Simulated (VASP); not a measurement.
Wanted: the native input for a VASP 6.6.1 run.

| Quantity | Value |
| --- | --- |
| Task | electric field gradients |
| Functional | LDA |
| Potentials or basis | VASP PAW LDA potentials, release 64 (Sn_d, Ir) |
| Cutoff | 520 eV |
| k mesh | 10 × 10 × 10 |
| Occupations | fermi-dirac, width 0.03 eV |
| Spin | no spin polarisation |
| Dipole correction | no |
| Further INCAR settings | ALGO = Normal; EDIFF = 1e-08; NBANDS = 26 |

The structure of Sn2Ir lies in POSCAR:

```
Sn2Ir
1.0
    0.0000000000      3.2107021507      3.2107021507
    3.2107021507      0.0000000000      3.2107021507
    3.2107021507      3.2107021507      0.0000000000
Sn Ir
2 1
Direct
    0.2500000000      0.2500000000      0.2500000000
    0.7500000000      0.7500000000      0.7500000000
    0.0000000000      0.0000000000      0.0000000000
```

This cell differs from its parent crystal: volume scaled by 1.04.

These files were run (other wordings do the same):

INCAR

```
PREC     = Accurate       # precision mode
ENCUT    = 520            # plane-wave cutoff, eV
EDIFF    = 1E-8           # SCF threshold, eV
ISMEAR   = -1             # smearing method
SIGMA    = 0.03           # smearing width, eV
LREAL    = F              # projectors in reciprocal space
LASPH    = T              # aspherical terms in the spheres
NELM     = 80             # most SCF steps
ALGO     = Normal         # electronic algorithm
ISIF     = 2              # what is computed and relaxed
LWAVE    = F              # write WAVECAR
LCHARG   = F              # write CHGCAR
LEFG     = T            
NBANDS   = 26             # bands
```

KPOINTS

```
Automatic mesh
0
Gamma
  10 10 10
```

Potentials or basis: VASP PAW LDA potentials, release 64 (Sn_d, Ir).

Run with:

```bash
$ cat potpaw_LDA.64/Sn_d/POTCAR potpaw_LDA.64/Ir/POTCAR > POTCAR
$ mpirun -np 1 vasp_std > vasp.out
```

Results of the run:

```json
{
  "Pressure": "-6.3 GPa"
}
```

Caveat: without QUAD_EFG the Cq values of the log hold for a quadrupole moment of 1 mb, not for the nuclei.

Wall time 33 s on 1 thread of Intel(R) Xeon(R) 6975P-C (Granite Rapids), with other jobs on the host, peak memory 0.21 GiB.
